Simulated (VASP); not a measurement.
# EuZnAsF (P4/nmm) in VASP: single point with PBE+U

Aim: the single point of EuZnAsF with PBE+U.

Everything below comes from runs of VASP 6.6.1. Logs are shortened: lines on timing, memory, paths and dates and some standing lists are left out, and cuts for length are marked.

### Step 1. The cell of the first run

Symmetry: P4/nmm, No. 129, tetragonal system. The conventional cell has a = 4.126 Å, b = 4.126 Å, c = 9.170 Å, α = 90.00°, β = 90.00°, γ = 90.00°. Within 3.4 Å of Eu (site symmetry 4mm) lie 4 F at 2.52 Å and 4 As at 3.31 Å. Within 3.4 Å of Zn (site symmetry -4m2) lie 4 As at 2.59 Å and 4 Zn at 2.92 Å. Within 3.4 Å of As (site symmetry 4mm) lie 4 Zn at 2.59 Å and 4 Eu at 3.31 Å. F (site symmetry -4m2) has 4 Eu at 2.52 Å and 4 F at 2.92 Å within 3.3 Å.

### Step 2. Single point, PBE+U, collinear spin, antiferromagnetic start

Input file INCAR:

```
SYSTEM = EuZnAsF
ALGO     = Normal         ! electronic algorithm
EDIFF    = 1E-6           ! SCF threshold, eV
ENCUT    = 520            ! plane-wave cutoff, eV
GGA      = PE             ! functional
ISIF     = 2              ! what is computed and relaxed
ISMEAR   = 0              ! smearing method
ISPIN    = 2              ! spin polarisation
LASPH    = .TRUE.         ! aspherical terms in the spheres
LCHARG   = .TRUE.         ! write CHGCAR
LDAU     = .TRUE.         ! DFT+U
LDAUJ    = 0 0 0 0      
LDAUL    = 3 -1 -1 -1     ! shell
LDAUPRINT= 1            
LDAUTYPE = 2            
LDAUU    = 6 0 0 0        ! U, eV
LELF     = .TRUE.         ! ELF
LMAXMIX  = 6              ! l up to which the mixer works
LORBIT   = 11             ! projections on sites
LREAL    = .FALSE.        ! projectors in reciprocal space
LVHAR    = .TRUE.       
LWAVE    = .FALSE.        ! write WAVECAR
MAGMOM   = 7 -7 0 0 0 0 0 0 ! initial moments
NBANDS   = 55             ! bands
NELM     = 150            ! most SCF steps
PREC     = Accurate       ! precision mode
SIGMA    = 0.05           ! smearing width, eV
```

Input file KPOINTS:

```
k-points
0
G
  4 4 2
  0 0 0
```

Input file POSCAR:

```
EuZnAsF
1.0
    4.1258921845      0.0000000000      0.0000000000
    0.0000000000      4.1258921845      0.0000000000
    0.0000000000      0.0000000000      9.1695961991
Eu Zn As F
2 2 2 2
Direct
    0.0000000000      0.5000000000      0.8415370574
    0.5000000000      0.0000000000      0.1584629426
    0.5000000000      0.5000000000      0.5000000000
    0.0000000000      0.0000000000      0.5000000000
    0.0000000000      0.5000000000      0.3291223696
    0.5000000000      0.0000000000      0.6708776304
    0.5000000000      0.5000000000      0.0000000000
    0.0000000000      0.0000000000      0.0000000000
```

Potentials or basis: VASP PAW PBE potentials, release 64 (Eu, Zn, As, F).

On the command line:

```bash
> cat potpaw_PBE.64/Eu/POTCAR potpaw_PBE.64/Zn/POTCAR potpaw_PBE.64/As/POTCAR potpaw_PBE.64/F/POTCAR > POTCAR
> mpirun -np 1 vasp_std > vasp.out
```

OUTCAR:

```text
SYSTEM = EuZnAsF
   EDIFF = 1E-6
   ENCUT = 520
   GGA = PE
   ISIF = 2
   ISMEAR = 0
   ISPIN = 2
   LASPH = .TRUE.
   LORBIT = 11
   LREAL = .FALSE.
   NELM = 150
   PREC = Accurate

 ion  position               nearest neighbor table
   1  0.000  0.500  0.842-   7 2.52   8 2.52   8 2.52   7 2.52
   2  0.500  0.000  0.158-   7 2.52   8 2.52   7 2.52   8 2.52
   3  0.500  0.500  0.500-   5 2.59   6 2.59   6 2.59   5 2.59   4 2.92   4 2.92   4 2.92   4 2.92

   4  0.000  0.000  0.500-   5 2.59   6 2.59   5 2.59   6 2.59   3 2.92   3 2.92   3 2.92   3 2.92

   5  0.000  0.500  0.329-   3 2.59   4 2.59   4 2.59   3 2.59
   6  0.500  0.000  0.671-   3 2.59   4 2.59   3 2.59   4 2.59
   7  0.500  0.500  0.000-   1 2.52   2 2.52   2 2.52   1 2.52
   8  0.000  0.000  0.000-   1 2.52   2 2.52   1 2.52   2 2.52

  LATTYP: Found a simple tetragonal cell.
 ALAT       =     4.1258921845
 C/A-ratio  =     2.2224517242

  Lattice vectors:

 A1 = (   4.1258921845,   0.0000000000,   0.0000000000)
 A2 = (   0.0000000000,   4.1258921845,   0.0000000000)
 A3 = (   0.0000000000,   0.0000000000,   9.1695961991)

Analysis of symmetry for initial positions (statically):
=====================================================================
 Subroutine PRICEL returns:
 Original cell was already a primitive cell.

 Routine SETGRP: Setting up the symmetry group for a
 simple tetragonal supercell.

 Subroutine GETGRP returns: Found 16 space group operations
 (whereof  8 operations were pure point group operations)
 out of a pool of 16 trial point group operations.

The static configuration has the point symmetry D_2d.
 The point group associated with its full space group is D_4h.

Analysis of symmetry for dynamics (positions and initial velocities):
=====================================================================
 Subroutine PRICEL returns:
 Original cell was already a primitive cell.

 Routine SETGRP: Setting up the symmetry group for a
 simple tetragonal supercell.

 Subroutine GETGRP returns: Found 16 space group operations
 (whereof  8 operations were pure point group operations)
 out of a pool of 16 trial point group operations.

The dynamic configuration has the point symmetry D_2d.
 The point group associated with its full space group is D_4h.

Analysis of structural, dynamic, and magnetic symmetry:
=====================================================================
 Subroutine PRICEL returns:
 Original cell was already a primitive cell.

 Routine SETGRP: Setting up the symmetry group for a
 simple tetragonal supercell.

 Subroutine GETGRP returns: Found 16 space group operations
 (whereof  8 operations were pure point group operations)
 out of a pool of 16 trial point group operations.

The overall configuration has the point symmetry D_2d.
 The point group associated with its full space group is D_4h.
[... 206 lines left out ...]
  0.0000  0.0000 -0.0000  0.0000 -0.0006  0.0000  0.9799

 occupancies and eigenvectors

  o =  0.0010  v =  0.0000  0.0000 -0.0000  0.0000 -0.8888  0.0000  0.4583  0.0000  0.0000  0.0000  0.0000  0.0000  0.0000  0.0000      0.0000  0.0000  0.0000  0.0000  0.0000  0.0000  0.0000  0.0000  0.0000  0.0000  0.0000  0.0000  0.0000  0.0000
  o =  0.0010  v = -0.4583  0.0000 -0.8888 -0.0000  0.0000  0.0000 -0.0000  0.0000  0.0000  0.0000  0.0000  0.0000  0.0000  0.0000      0.0000  0.0000  0.0000  0.0000  0.0000  0.0000  0.0000  0.0000  0.0000  0.0000  0.0000  0.0000  0.0000  0.0000
  o =  0.0016  v =  0.0000 -0.0000  0.0000  0.0000 -0.4583  0.0000 -0.8888  0.0000  0.0000  0.0000  0.0000  0.0000  0.0000  0.0000      0.0000  0.0000  0.0000  0.0000  0.0000  0.0000  0.0000  0.0000  0.0000  0.0000  0.0000  0.0000  0.0000  0.0000
  o =  0.0016  v = -0.8888  0.0000  0.4583  0.0000 -0.0000 -0.0000  0.0000  0.0000  0.0000  0.0000  0.0000  0.0000  0.0000  0.0000      0.0000  0.0000  0.0000  0.0000  0.0000  0.0000  0.0000  0.0000  0.0000  0.0000  0.0000  0.0000  0.0000  0.0000
  o =  0.0016  v =  0.0000 -0.0000 -0.0000  1.0000  0.0000 -0.0000  0.0000  0.0000  0.0000  0.0000  0.0000  0.0000  0.0000  0.0000      0.0000  0.0000  0.0000  0.0000  0.0000  0.0000  0.0000  0.0000  0.0000  0.0000  0.0000  0.0000  0.0000  0.0000
  o =  0.0020  v =  0.0000  1.0000 -0.0000  0.0000 -0.0000 -0.0000 -0.0000  0.0000  0.0000  0.0000  0.0000  0.0000  0.0000  0.0000      0.0000  0.0000  0.0000  0.0000  0.0000  0.0000  0.0000  0.0000  0.0000  0.0000  0.0000  0.0000  0.0000  0.0000
  o =  0.0037  v =  0.0000 -0.0000 -0.0000 -0.0000 -0.0000 -1.0000  0.0000  0.0000  0.0000  0.0000  0.0000  0.0000  0.0000  0.0000      0.0000  0.0000  0.0000  0.0000  0.0000  0.0000  0.0000  0.0000  0.0000  0.0000  0.0000  0.0000  0.0000  0.0000
  o =  0.9768  v =  0.0000  0.0000  0.0000  0.0000  0.0000  0.0000  0.0000  0.0000 -0.0000 -0.0000  0.0000 -0.0000  1.0000  0.0000      0.0000  0.0000  0.0000  0.0000  0.0000  0.0000  0.0000  0.0000  0.0000  0.0000  0.0000  0.0000  0.0000  0.0000
  o =  0.9786  v =  0.0000  0.0000  0.0000  0.0000  0.0000  0.0000  0.0000  0.0000 -0.0000 -0.0000 -1.0000 -0.0000  0.0000 -0.0000      0.0000  0.0000  0.0000  0.0000  0.0000  0.0000  0.0000  0.0000  0.0000  0.0000  0.0000  0.0000  0.0000  0.0000
  o =  0.9792  v =  0.0000  0.0000  0.0000  0.0000  0.0000  0.0000  0.0000  0.6823  0.0000 -0.7311  0.0000 -0.0000 -0.0000 -0.0000      0.0000  0.0000  0.0000  0.0000  0.0000  0.0000  0.0000  0.0000  0.0000  0.0000  0.0000  0.0000  0.0000  0.0000
  o =  0.9792  v =  0.0000  0.0000  0.0000  0.0000  0.0000  0.0000  0.0000 -0.0000 -0.0000  0.0000  0.0000 -0.7311 -0.0000 -0.6823      0.0000  0.0000  0.0000  0.0000  0.0000  0.0000  0.0000  0.0000  0.0000  0.0000  0.0000  0.0000  0.0000  0.0000
  o =  0.9805  v =  0.0000  0.0000  0.0000  0.0000  0.0000  0.0000  0.0000 -0.7311  0.0000 -0.6823  0.0000  0.0001  0.0000 -0.0001      0.0000  0.0000  0.0000  0.0000  0.0000  0.0000  0.0000  0.0000  0.0000  0.0000  0.0000  0.0000  0.0000  0.0000
  o =  0.9805  v =  0.0000  0.0000  0.0000  0.0000  0.0000  0.0000  0.0000 -0.0001  0.0000 -0.0001 -0.0000 -0.6823 -0.0000  0.7311      0.0000  0.0000  0.0000  0.0000  0.0000  0.0000  0.0000  0.0000  0.0000  0.0000  0.0000  0.0000  0.0000  0.0000
  o =  0.9814  v =  0.0000  0.0000  0.0000  0.0000  0.0000  0.0000  0.0000 -0.0000 -1.0000 -0.0000  0.0000 -0.0000 -0.0000  0.0000      0.0000  0.0000  0.0000  0.0000  0.0000  0.0000  0.0000  0.0000  0.0000  0.0000  0.0000  0.0000  0.0000  0.0000

 number of electron      81.9999951 magnetization      -0.0000000

 Free energy of the ion-electron system (eV)
  ---------------------------------------------------
  ext. energy  EPLUGINS =         0.00000000
  ---------------------------------------------------
  free energy    TOTEN  =       -51.43826254 eV

  energy without entropy =      -51.43826254  energy(sigma->0) =      -51.43826254

 E-fermi :   3.5214     XC(G=0): -10.1166

 val. band max:        3.1770070253   @ k =   0.0000   0.0000   0.0000
 cond. band min:       3.8025754525   @ k =   0.0000   0.0000   0.0000
 fundamental gap:      0.6255684272
 Fermi energy:         3.5214141780

 spin component 1

 k-point     1 :       0.0000    0.0000    0.0000
  band No.  band energies     occupation
      1     -36.7096      1.00000
      2     -33.5630      1.00000
      3     -21.1261      1.00000
      4     -20.7160      1.00000
      5     -15.6448      1.00000
      6     -15.6448      1.00000
[... 661 lines left out ...]
     52       9.9983      0.00000
     53       9.9984      0.00000
 Fermi energy:         3.5214141780

 spin component 2

 k-point     1 :       0.0000    0.0000    0.0000
  band No.  band energies     occupation
      1     -36.7096      1.00000
      2     -33.5630      1.00000
      3     -21.1261      1.00000
      4     -20.7160      1.00000
      5     -15.6448      1.00000
      6     -15.6448      1.00000
[... 661 lines left out ...]
     52       9.9982      0.00000
     53       9.9982      0.00000
 [bands above 53 left out]

------------------------ aborting loop because EDIFF is reached ----------------------------------------

  FORCE on cell =-STRESS in cart. coord.  units (eV):
  Direction    XX          YY          ZZ          XY          YZ          ZX
  --------------------------------------------------------------------------------------
  -------------------------------------------------------------------------------------
  Total        0.2477015      0.2477015     -0.0115142      0.0000000     -0.0000000      0.0000000
  in kB        2.5424549      2.5424549     -0.1181841      0.0000000     -0.0000000      0.0000000
  external PRESSURE =       1.6555753 kB  Pullay stress =       0.0000000 kB

 VOLUME and BASIS-vectors are now :
 -----------------------------------------------------------------------------
  energy-cutoff  :      520.00
  volume of cell :      156.09
      direct lattice vectors                 reciprocal lattice vectors
     4.125892184  0.000000000  0.000000000     0.242371821  0.000000000  0.000000000
     0.000000000  4.125892184  0.000000000     0.000000000  0.242371821  0.000000000
     0.000000000  0.000000000  9.169596199     0.000000000  0.000000000  0.109056056

 POSITION                                       TOTAL-FORCE (eV/Angst)
 -----------------------------------------------------------------------------------
      0.00000      2.06295      7.71656         0.000000     -0.000000     -0.003553
      2.06295      0.00000      1.45304        -0.000000     -0.000000      0.003553
      2.06295      2.06295      4.58480         0.000000     -0.000000     -0.000000
      0.00000      0.00000      4.58480         0.000000      0.000000     -0.000000
      0.00000      2.06295      3.01792        -0.000000     -0.000000     -0.052743
      2.06295      0.00000      6.15168         0.000000     -0.000000      0.052743
      2.06295      2.06295      0.00000         0.000000      0.000000     -0.000000
      0.00000      0.00000      0.00000         0.000000     -0.000000     -0.000000
 -----------------------------------------------------------------------------------
    total drift:                                0.000000      0.000000      0.000000

  FREE ENERGIE OF THE ION-ELECTRON SYSTEM (eV)
  ---------------------------------------------------
  free  energy   TOTEN  =       -51.4382625362 eV

  energy  without entropy=      -51.4382625362  energy(sigma->0) =      -51.43826254

 total charge

# of ion       s       p       d       f       tot
--------------------------------------------------
    1        2.021   5.789   0.204   6.861  14.875
    2        2.021   5.789   0.204   6.861  14.875
    3        0.527   0.445   9.762   0.000  10.733
    4        0.527   0.445   9.762   0.000  10.733
    5        1.211   1.582   0.020   0.000   2.812
    6        1.211   1.582   0.020   0.000   2.812
    7        1.735   4.364   0.000   0.000   6.099
    8        1.735   4.364   0.000   0.000   6.099
--------------------------------------------------
tot         10.986  24.359  19.970  13.722  69.038

 magnetization (x)

# of ion       s       p       d       f       tot
--------------------------------------------------
    1       -0.017  -0.121   0.034   6.837   6.732
    2        0.017   0.121  -0.034  -6.837  -6.732
    3        0.000   0.000   0.000   0.000   0.000
    4        0.000   0.000   0.000   0.000   0.000
    5        0.003   0.008  -0.001   0.000   0.010
    6       -0.003  -0.008   0.001   0.000  -0.010
    7        0.000   0.000   0.000   0.000   0.000
    8        0.000   0.000   0.000   0.000   0.000
--------------------------------------------------
tot          0.000   0.000   0.000   0.000   0.000
```

Run time: 3.2 min. Hardware: 1 thread of Intel Xeon 6975P-C (Granite Rapids), shared host; peak memory 0.42 GiB.

Results:

| Property | Result |
| --- | --- |
| Free energy | -51.4383 eV |
| Pressure | 0.2 GPa |
| Largest force | 0.053 eV/Å |
| Band gap on the k mesh | 0.63 eV |
| Net moment | 0.00 μB per cell |
| Site moments | Eu +6.73, -6.73; Zn +0.00; As +0.01, -0.01; F +0.00 μB |
| Valence electrons inside the program's atomic spheres | Eu 14.88; Zn 10.73; As 2.81; F 6.10 |

Forces in eV/Å, atoms in the order of the input:
```
Eu   0.000  0.000 -0.004
Eu   0.000  0.000  0.004
Zn   0.000  0.000  0.000
Zn   0.000  0.000  0.000
As   0.000  0.000 -0.053
As   0.000  0.000  0.053
F    0.000  0.000  0.000
F    0.000  0.000  0.000
```

Eigenvalues of the final occupation matrices:
| site | spin | trace | eigenvalues |
| --- | --- | --- | --- |
| site 1 f | 1 | 6.86 | 0.98 0.98 0.98 0.98 0.98 0.98 0.98 |
| site 1 f | 2 | 0.01 | 0.00 0.00 0.00 0.00 0.00 0.00 0.00 |
| site 2 f | 1 | 0.01 | 0.00 0.00 0.00 0.00 0.00 0.00 0.00 |
| site 2 f | 2 | 6.86 | 0.98 0.98 0.98 0.98 0.98 0.98 0.98 |

Caveat: spin-orbit coupling is left out, which moves the levels of the heavy elements.
